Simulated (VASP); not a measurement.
# BaTe (Fm-3m) in VASP: dielectric tensor with r2SCAN

Aim: the dielectric tensor of BaTe with r2SCAN.

All numbers are computed with VASP 6.6.1; they aren't measurements. Logs are shortened: lines on timing, memory, paths and dates and some standing lists are left out, and cuts for length are marked.

## Step 1: The cell of the first run

Symmetry: Fm-3m, No. 225, cubic system. The conventional cell has a = 7.065 Å, b = 7.065 Å, c = 7.065 Å, α = 90.00°, β = 90.00°, γ = 90.00°. Within 4.6 Å of Ba (site symmetry m-3m) lie 6 Te at 3.53 Å. Within 4.6 Å of Te (site symmetry m-3m) lie 6 Ba at 3.53 Å.

## Step 2: Dielectric tensor, r2SCAN

File INCAR:

```
  PREC = Accurate
  ENCUT = 520
  EDIFF = 1E-8
  ISMEAR = 0
  SIGMA = 0.01
  LREAL = False
  LASPH = True
  NELM = 100
  ALGO = Normal
  ISIF = 2
  LWAVE = False
  LCHARG = False
  METAGGA = R2SCAN
  LMIXTAU = True
  LCALCEPS = True
```

File KPOINTS:

```
Automatic mesh
0
Gamma
  6 6 6
```

File POSCAR:

```
BaTe
1.0
    0.0000000000      3.5323793482      3.5323793482
    3.5323793482      0.0000000000      3.5323793482
    3.5323793482      3.5323793482      0.0000000000
Ba Te
1 1
Direct
    0.0000000000      0.0000000000      0.0000000000
    0.5000000000      0.5000000000      0.5000000000
```

Potentials or basis: VASP PAW PBE potentials, release 64 (Ba_sv, Te).

Started as:

```sh
$ cat potpaw_PBE.64/Ba_sv/POTCAR potpaw_PBE.64/Te/POTCAR > POTCAR
$ mpirun -np 1 vasp_std > vasp.out
```

OUTCAR:

```text
PREC = Accurate
   ENCUT = 520
   EDIFF = 1E-8
   ISMEAR = 0
   LREAL = False
   LASPH = True
   NELM = 100
   ISIF = 2
   METAGGA = R2SCAN

 ion  position               nearest neighbor table
   1  0.000  0.000  0.000-   2 3.53   2 3.53   2 3.53   2 3.53   2 3.53   2 3.53
   2  0.500  0.500  0.500-   1 3.53   1 3.53   1 3.53   1 3.53   1 3.53   1 3.53

  LATTYP: Found a face centered cubic cell.
 ALAT       =     7.0647586964

  Lattice vectors:

 A1 = (   0.0000000000,   3.5323793482,   3.5323793482)
 A2 = (   3.5323793482,   0.0000000000,   3.5323793482)
 A3 = (   3.5323793482,   3.5323793482,   0.0000000000)

Analysis of symmetry for initial positions (statically):
=====================================================================
 Subroutine PRICEL returns:
 Original cell was already a primitive cell.

 Routine SETGRP: Setting up the symmetry group for a
 face centered cubic supercell.

 Subroutine GETGRP returns: Found 48 space group operations
 (whereof 48 operations were pure point group operations)
 out of a pool of 48 trial point group operations.

The static configuration has the point symmetry O_h .

Analysis of symmetry for dynamics (positions and initial velocities):
=====================================================================
 Subroutine PRICEL returns:
 Original cell was already a primitive cell.

 Routine SETGRP: Setting up the symmetry group for a
 face centered cubic supercell.

 Subroutine GETGRP returns: Found 48 space group operations
 (whereof 48 operations were pure point group operations)
 out of a pool of 48 trial point group operations.

The dynamic configuration has the point symmetry O_h .

 Subroutine INISYM returns: Found 48 space group operations
 (whereof 48 operations are pure point group operations),
 and found     1 'primitive' translations

----------------------------------------------------------------------------------------

                                     Primitive cell

  volume of cell :      88.1520

  direct lattice vectors                    reciprocal lattice vectors
     0.000000000  3.532379348  3.532379348    -0.141547651  0.141547651  0.141547651
[... 133 lines left out ...]
 val. band max:        1.8934433721   @ k =   0.0000   0.0000   0.0000
 cond. band min:   10000.0000000000   @ k =   0.0000   0.0000   0.0000
 fundamental gap:   9998.1065566279
 Fermi energy:         1.9840685873

 k-point     1 :       0.0000    0.0000    0.0000
  band No.  band energies     occupation
      1     -25.9912      2.00000
      2     -10.7130      2.00000
      3     -10.7130      2.00000
      4     -10.7130      2.00000
      5      -7.8600      2.00000
      6       1.8933      2.00000
      7       1.8933      2.00000
      8       1.8934      2.00000
      9   10000.0000      0.00000
     10   10000.0000      0.00000
     11   10000.0000      0.00000
     12   10000.0000      0.00000
[... 331 lines left out ...]
 k-point    24 :       0.0000    0.3333    0.1667
  band No.  band energies     occupation
      1     -25.9822      2.00000
      2     -10.9351      2.00000
      3     -10.7434      2.00000
      4     -10.7391      2.00000
      5      -7.4616      2.00000
      6       0.3428      2.00000
      7       1.2280      2.00000
      8       1.3660      2.00000
      9   10000.0000      0.00000
     10   10000.0000      0.00000
     11   10000.0000      0.00000
     12   10000.0000      0.00000

 [... further k-points ...]

------------------------ aborting loop because EDIFF is reached ----------------------------------------

            Ionic dipole moment: p[ion]=(   -21.19428   -21.19428   -21.19428 ) |e| Angst

 Total electronic dipole moment: p[elc]=(     0.00000     0.00000     0.02131 ) |e| Angst

 MACROSCOPIC STATIC DIELECTRIC TENSOR (including local field effects)
 ------------------------------------------------------
           5.374471     0.000000    -0.000000
          -0.000000     5.374471    -0.000000
           0.000000     0.000000     5.374471
 ------------------------------------------------------

 PIEZOELECTRIC TENSOR (including local field effects) (e Angst)
          XX          YY          ZZ          XY          YZ          ZX
  --------------------------------------------------------------------------------
  x     0.00000     0.00000     0.00000     0.00000     0.00000     0.00000
  y     0.00000     0.00000     0.00000     0.00000     0.00000     0.00000
  z     0.00000     0.00000     0.00000     0.00000     0.00000     0.00000

 PIEZOELECTRIC TENSOR (including local field effects) (C/m^2)
          XX          YY          ZZ          XY          YZ          ZX
  --------------------------------------------------------------------------------
  x     0.00000     0.00000     0.00000     0.00000     0.00000     0.00000
  y     0.00000     0.00000     0.00000     0.00000     0.00000     0.00000
  z     0.00000     0.00000     0.00000     0.00000     0.00000     0.00000

 BORN EFFECTIVE CHARGES (including local field effects) (in |e|, cummulative output)
 ---------------------------------------------------------------------------------
 ion    1
    1     2.52096     0.00000     0.00000
    2    -0.00000     2.52096    -0.00000
    3    -0.00000    -0.00000     2.52096
 ion    2
    1    -2.52096     0.00000     0.00000
    2     0.00000    -2.52096     0.00000
    3    -0.00000     0.00000    -2.52096

  FORCE on cell =-STRESS in cart. coord.  units (eV):
  Direction    XX          YY          ZZ          XY          YZ          ZX
  --------------------------------------------------------------------------------------
  -------------------------------------------------------------------------------------
  Total        0.1613561      0.1613561      0.1613561      0.0000000      0.0000000     -0.0000000
  in kB        2.9326755      2.9326755      2.9326755      0.0000000      0.0000000     -0.0000000
  external PRESSURE =       2.9326755 kB  Pullay stress =       0.0000000 kB

 VOLUME and BASIS-vectors are now :
 -----------------------------------------------------------------------------
  energy-cutoff  :      520.00
  volume of cell :       88.15
      direct lattice vectors                 reciprocal lattice vectors
     0.000000000  3.532379348  3.532379348    -0.141547651  0.141547651  0.141547651
     3.532379348  0.000000000  3.532379348     0.141547651 -0.141547651  0.141547651
     3.532379348  3.532379348  0.000000000     0.141547651  0.141547651 -0.141547651

 POSITION                                       TOTAL-FORCE (eV/Angst)
 -----------------------------------------------------------------------------------
      0.00000      0.00000      0.00000         0.000000     -0.000000      0.000000
      3.53238      3.53238      3.53238        -0.000000      0.000000     -0.000000
 -----------------------------------------------------------------------------------
    total drift:                                0.000000     -0.000000     -0.000000

  FREE ENERGIE OF THE ION-ELECTRON SYSTEM (eV)
  ---------------------------------------------------
  free  energy   TOTEN  =       -56.0284992664 eV

  energy  without entropy=      -56.0284992664  energy(sigma->0) =      -56.02849927
```

OSZICAR:

```text
N       E                     dE             d eps       ncg     rms          rms(c)
DAV:   1     0.423060356481E+02    0.42306E+02   -0.65469E+03   384   0.114E+03
DAV:   2    -0.534520671897E+02   -0.95758E+02   -0.90823E+02   516   0.186E+02
[... 13 lines left out ...]
DMP:  10    -0.560284990205E+02   -0.26507E-06   -0.18319E-06   816   0.285E-06   0.334E-06
DMP:  11    -0.560284991412E+02   -0.12065E-06   -0.92735E-07   816   0.155E-06   0.149E-06
DMP:  12    -0.560284992034E+02   -0.62210E-07   -0.50910E-07   816   0.851E-07   0.812E-07
DMP:  13    -0.560284992382E+02   -0.34840E-07   -0.27193E-07   816   0.436E-07   0.469E-07
DMP:  14    -0.560284992569E+02   -0.18661E-07   -0.14271E-07   816   0.227E-07   0.249E-07
DMP:  15    -0.560284992664E+02   -0.94674E-08   -0.75495E-08   816   0.120E-07   0.132E-07
   1 F= -.56028499E+02 E0= -.56028499E+02  d E =-.143531E-39
```

stdout:

```text
POSCAR found type information on POSCAR BaTe
 POSCAR found :  2 types and       2 ions
 scaLAPACK will be used
 -----------------------------------------------------------------------------
[... 111 lines left out ...]
 p_tot=( -0.212E+02 -0.212E+02 -0.212E+02 )
dp_tot=(  0.170E-05  0.211E-01  0.170E-05 )  diag[e(oo)]=(    ---    5.33990    ---   )
 p_tot=( -0.212E+02 -0.212E+02 -0.212E+02 )
dp_tot=(  0.170E-05  0.212E-01  0.171E-05 )  diag[e(oo)]=(    ---    5.36054    ---   )
 p_tot=( -0.212E+02 -0.212E+02 -0.212E+02 )
dp_tot=(  0.170E-05  0.213E-01  0.171E-05 )  diag[e(oo)]=(    ---    5.37051    ---   )
 p_tot=( -0.212E+02 -0.212E+02 -0.212E+02 )
dp_tot=(  0.170E-05  0.213E-01  0.171E-05 )  diag
```

It took 61 min on 1 thread of Intel Xeon Platinum 8259CL at 2.50GHz (Skylake/Cascade Lake), shared host; peak memory 0.55 GiB.

Results:

```yaml
Band_gap_on_the_k_mesh: 1.93 eV, indirect (least direct gap 2.32 eV)
Electronic_dielectric_tensor_diagonal: 5.37
Born_charges_mean_of_the_diagonal: Ba +2.52; Te -2.52 e
```

Electronic dielectric tensor:
```
5.37 0.00 0.00
0.00 5.37 0.00
0.00 0.00 5.37
```

Born effective charge tensors (e):
atom 1, Ba
```
2.52 0.00 0.00
0.00 2.52 0.00
0.00 0.00 2.52
```
atom 2, Te
```
-2.52  0.00  0.00
 0.00 -2.52  0.00
 0.00  0.00 -2.52
```

Dipole moments of the cell (e·Å, modulo the quantum): ionic -21.194, -21.194, -21.194; electronic 0.000, 0.000, 0.021

Caveat: the PAW data sets were made with another functional, which shifts forces and pressure a little; spin-orbit coupling is left out, which moves the levels of the heavy elements.
